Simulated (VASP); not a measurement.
The system is CaB.

```
CELL_PARAMETERS angstrom
3.57769 0.00000 0.00000
-1.78884 3.09837 0.00000
0.00000 0.00000 3.73805
ATOMIC_POSITIONS crystal
Ca 0.66667 0.33333 0.50000
B 0.33333 0.66667 0.00000
```

```yaml
Program: VASP 6.6.1
Task: relaxation of cell and atoms
Functional: PBE
Potentials_or_basis: VASP PAW PBE potentials, release 64 (Ca_sv, B)
Cutoff: 600 eV
k_mesh: 6 × 6 × 6
Occupations: gaussian, width 0.1 eV
Spin: no spin polarisation
```

At the start: pressure 0.3 GPa; volume 20.72 Å³/atom.

Question: How do energy, volume and symmetry change on relaxing?

Answer: Over 4 steps the energy falls by 2.4 meV/atom and the volume is 20.91 Å³/atom (+0.9 %); space group P-6m2 (No. 187, to 0.05 Å).

The path:
```
step  energy change (eV)  largest force (eV/Å)  pressure (GPa)  volume (Å³)
   1              0.0000                0.0000            0.28        41.44
   2             -0.0020                0.0000            0.08        41.65
   3             -0.0040                0.0000           -0.41        42.19
   4             -0.0048                0.0000            0.00        41.83
```

Final structure:
```
Ca B
1.0
     3.63661    0.00000    0.00000
    -1.81830    3.14940    0.00000
     0.00000    0.00000    3.65222
Ca B
1 1
Direct
  0.66667 0.33333 0.50000
  0.33333 0.66667 0.00000
```
